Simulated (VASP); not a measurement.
# Tl (P6_3/mmc) in VASP: further runs, part 2 of 2

VASP 6.6.1. The steps go on from the part before.

## Step 3: Single point, PBE

This run uses another cell than the first one, of 25.37 Å³/atom.

The input, INCAR:

```
SYSTEM = Tl
PREC = Accurate ; ENCUT = 520
EDIFF = 1E-7 ; ISMEAR = -1
SIGMA = 0.1 ; LREAL = .False.
LASPH = .True. ; NELM = 80
ALGO = Normal ; ISIF = 2
LWAVE = .False. ; LCHARG = .True.
GGA = PE ; LELF = .True.
LVHAR = .True. ; NBANDS = 20
```

The input, KPOINTS:

```
Automatic mesh
0
Gamma
  7 7 4
  0 0 0
```

The input, POSCAR:

```
Tl
1.0
    3.2923742147      0.0000000000      0.0000000000
   -1.6461871073      2.8512797087      0.0000000000
    0.0000000000      0.0000000000      5.4054874621
Tl
2
Direct
    0.3333333333      0.6666666667      0.2500000000
    0.6666666667      0.3333333333      0.7500000000
```

Potentials or basis: VASP PAW PBE potentials, release 64 (Tl_d).

Launch:

```console
$ cat potpaw_PBE.64/Tl_d/POTCAR > POTCAR
$ mpirun -np 1 vasp_std > vasp.out
```

OUTCAR:

```text
SYSTEM = Tl
   PREC = Accurate
   ENCUT = 520
   EDIFF = 1E-7
   ISMEAR = -1
   LREAL = .False.
   LASPH = .True.
   NELM = 80
   ISIF = 2
   GGA = PE

 ion  position               nearest neighbor table
   1  0.333  0.667  0.250-   2 3.30   2 3.30   2 3.30   2 3.30   2 3.30   2 3.30
   2  0.667  0.333  0.750-   1 3.30   1 3.30   1 3.30   1 3.30   1 3.30   1 3.30

  LATTYP: Found a hexagonal cell.
 ALAT       =     3.2923742147
 C/A-ratio  =     1.6418204948

  Lattice vectors:

[... 736 lines left out ...]

------------------------ aborting loop because EDIFF is reached ----------------------------------------

  FORCE on cell =-STRESS in cart. coord.  units (eV):
  Direction    XX          YY          ZZ          XY          YZ          ZX
  --------------------------------------------------------------------------------------
  -------------------------------------------------------------------------------------
  Total        3.1320613      3.1320613      3.1462398      0.0000000     -0.0000000      0.0000000
  in kB       98.8910434     98.8910434     99.3387130      0.0000000     -0.0000000      0.0000000
  external PRESSURE =      99.0402666 kB  Pullay stress =       0.0000000 kB

 VOLUME and BASIS-vectors are now :
 -----------------------------------------------------------------------------
  energy-cutoff  :      520.00
  volume of cell :       50.74
      direct lattice vectors                 reciprocal lattice vectors
     3.292374215  0.000000000  0.000000000     0.303732181  0.175359856  0.000000000
    -1.646187107  2.851279709  0.000000000     0.000000000  0.350719713  0.000000000
     0.000000000  0.000000000  5.405487462     0.000000000  0.000000000  0.184997192

 POSITION                                       TOTAL-FORCE (eV/Angst)
 -----------------------------------------------------------------------------------
     -0.00000      1.90085      1.35137         0.000000      0.000000      0.000000
      1.64619      0.95043      4.05412        -0.000000     -0.000000      0.000000
 -----------------------------------------------------------------------------------
    total drift:                               -0.000000      0.000000     -0.000000

  FREE ENERGIE OF THE ION-ELECTRON SYSTEM (eV)
  ---------------------------------------------------
  free  energy   TOTEN  =        -4.1071620436 eV

  energy  without entropy=       -4.0747628285  energy(sigma->0) =       -4.09096244
```

OSZICAR:

```text
N       E                     dE             d eps       ncg     rms          rms(c)
DAV:   1     0.134735330740E+03    0.13474E+03   -0.14426E+04   960   0.125E+03
DAV:   2    -0.161373692810E+01   -0.13635E+03   -0.13394E+03  1052   0.285E+02
DAV:   3    -0.416810079245E+01   -0.25544E+01   -0.25474E+01  1140   0.346E+01
DAV:   4    -0.418141076939E+01   -0.13310E-01   -0.13309E-01  1004   0.276E+00
DAV:   5    -0.418157008698E+01   -0.15932E-03   -0.15932E-03  1092   0.303E-01    0.479E+00
DAV:   6    -0.412008857254E+01    0.61482E-01   -0.95355E-02   988   0.257E+00    0.322E+00
DAV:   7    -0.410862251947E+01    0.11466E-01   -0.53820E-02  1052   0.193E+00    0.723E-01
DAV:   8    -0.410714919024E+01    0.14733E-02   -0.72493E-03   992   0.654E-01    0.494E-02
DAV:   9    -0.410715671896E+01   -0.75287E-05   -0.49890E-05  1068   0.583E-02    0.151E-02
DAV:  10    -0.410716164771E+01   -0.49287E-05   -0.65806E-06  1068   0.224E-02    0.295E-03
DAV:  11    -0.410716207561E+01   -0.42791E-06   -0.11420E-06  1060   0.792E-03    0.139E-03
DAV:  12    -0.410716204359E+01    0.32020E-07   -0.80522E-08   524   0.249E-03
   1 F= -.41071620E+01 E0= -.40909624E+01  d E =-.323992E-01
```

stdout:

```text
POSCAR found type information on POSCAR Tl
 POSCAR found :  1 types and       2 ions
 scaLAPACK will be used
 LDA part: xc-table for (Slater+PW92), standard interpolation
 POSCAR, INCAR and KPOINTS ok, starting setup
 FFT: planning ... GRIDC
 FFT: planning ... GRID_SOFT
 FFT: planning ... GRID
 WAVECAR not read
 entering main loop
```

Run time: 28 s. Hardware: 1 thread of Intel Xeon 8259CL, shared host; peak memory 0.16 GiB.

Results:

| Item | Value |
| --- | --- |
| Free energy | -4.1072 eV |
| Pressure | 9.9 GPa |
| Band gap on the k mesh | zero (bands 13 and 14 overlap by 5.88 eV) |

Levels at points of the mesh, in eV from the Fermi level:
```
           k point  band 9  band 10  band 11  band 12  band 13  band 14  band 15  band 16  band 17  band 18
(0.00, 0.00, 0.00)  -11.19   -11.19   -10.96    -5.36    -3.50     9.14     9.14    10.67    11.08    11.41
(0.00, 0.00, 0.50)  -11.32   -11.32    -9.37    -9.37     3.32     3.32    10.16    10.16    10.16    10.16
```

Caveat: the cell stands under pressure; spin-orbit coupling is left out, which moves the levels of the heavy elements.

## Step 4: Single point, PBE

This run uses another cell than the first one, of 27.53 Å³/atom.

The input, INCAR:

```
SYSTEM = Tl
PREC = Accurate
ENCUT = 520
EDIFF = 1E-6
ISMEAR = -1
SIGMA = 0.1
LREAL = .False.
LASPH = .True.
NELM = 80
ALGO = Normal
ISIF = 2
LWAVE = .False.
LCHARG = .False.
GGA = PE
NBANDS = 20
```

The input, KPOINTS:

```
regular mesh
0
Gamma
  7 7 4
  0 0 0
```

The input, POSCAR:

```
Tl
1.0
    3.3861414370      0.0000000000      0.0000000000
   -1.6930707185      2.9324845053      0.0000000000
    0.0000000000      0.0000000000      5.5442304723
Tl
2
Direct
    0.3333333333      0.6666666667      0.2500000000
    0.6666666667      0.3333333333      0.7500000000
```

Launch:

```console
$ cat potpaw_PBE.64/Tl_d/POTCAR > POTCAR
$ mpirun -np 1 vasp_std > vasp.out
```

Run time: 35 s. Hardware: 1 thread of Intel Xeon 8259CL, shared host; peak memory 0.18 GiB.

The run converged. Its results:

```yaml
Free_energy: -4.3039 eV
Pressure: 4.9 GPa
Band_gap_on_the_k_mesh: zero (bands 13 and 14 overlap by 5.37 eV)
```

Levels at points of the mesh, in eV from the Fermi level:
| k point | band 11 | band 12 | band 13 | band 14 | band 15 | band 16 |
| --- | --- | --- | --- | --- | --- | --- |
| (0.00, 0.00, 0.00) | -10.33 | -5.35 | -3.10 | 8.53 | 8.53 | 10.53 |
| (0.00, 0.00, 0.50) | -8.88 | -8.88 | 3.11 | 3.11 | 9.49 | 9.49 |

Caveat: the cell stands under pressure; spin-orbit coupling is left out, which moves the levels of the heavy elements.

## Step 5: Single point, PBE

This run uses another cell than the first one, of 31.53 Å³/atom.

The input, INCAR:

```
PREC     = Accurate       # precision mode
ENCUT    = 520            # plane-wave cutoff, eV
EDIFF    = 1E-7           # SCF threshold, eV
ISMEAR   = -1             # smearing method
SIGMA    = 0.1            # smearing width, eV
LREAL    = False          # projectors in reciprocal space
LASPH    = True           # aspherical terms in the spheres
NELM     = 60             # most SCF steps
ALGO     = Normal         # electronic algorithm
ISIF     = 2              # what is computed and relaxed
LWAVE    = False          # write WAVECAR
LCHARG   = True           # write CHGCAR
GGA      = PE             # functional
LELF     = True           # ELF
LVHAR    = True         
NBANDS   = 20             # bands
```

The input, KPOINTS:

```
Automatic mesh
0
Gamma
  7 7 4
```

The input, POSCAR:

```
Tl
1.0
    3.5488691809      0.0000000000      0.0000000000
   -1.7744345905      3.0734108654      0.0000000000
    0.0000000000      0.0000000000      5.7823153523
Tl
2
Direct
    0.3333333333      0.6666666667      0.2500000000
    0.6666666667      0.3333333333      0.7500000000
```

Launch:

```console
$ cat potpaw_PBE.64/Tl_d/POTCAR > POTCAR
$ mpirun -np 1 vasp_std > vasp.out
```

It took 46 s on 1 thread of Intel Xeon 8259CL, shared host; peak memory 0.19 GiB.

The run converged. Its results:

```yaml
Free_energy: -4.4129 eV
Pressure: -0.1 GPa
Band_gap_on_the_k_mesh: zero (bands 13 and 14 overlap by 4.58 eV)
```

Levels at points of the mesh, in eV from the Fermi level:
```
           k point  band 9  band 10  band 11  band 12  band 13  band 14  band 15  band 16  band 17  band 18
(0.00, 0.00, 0.00)  -11.11   -11.11    -9.41    -5.32    -2.51     7.56     7.56     9.39     9.39     9.63
(0.00, 0.00, 0.50)  -11.19   -11.19    -8.15    -8.15     2.79     2.79     8.43     8.43     8.43     8.43
```

Caveat: spin-orbit coupling is left out, which moves the levels of the heavy elements.

## Step 6: Summary

```csv
cell,gap on the mesh (eV),pressure (GPa)
"a = 3.176, b = 3.176, c = 5.220 Å, angles 90.0, 90.0, 120.0°, 2 atoms",none,19.9
"a = 3.292, b = 3.292, c = 5.405 Å, angles 90.0, 90.0, 120.0°, 2 atoms",none,9.9
"a = 3.386, b = 3.386, c = 5.544 Å, angles 90.0, 90.0, 120.0°, 2 atoms",none,4.9
"a = 3.549, b = 3.549, c = 5.782 Å, angles 90.0, 90.0, 120.0°, 2 atoms",none,-0.1
```

Alike in all rows: task single point; level PBE; potentials or basis VASP PAW PBE potentials, release 64 (Tl_d); no spin polarisation; k mesh 7 × 7 × 4; cutoff (eV) 520; smearing fermi-dirac 0.1 eV.

Caveats: spin-orbit coupling is left out, which moves the levels of the heavy elements; the cell stands under pressure (at least some runs).

Total energies depend on the potentials used, so only differences within one code and one set of settings carry meaning.
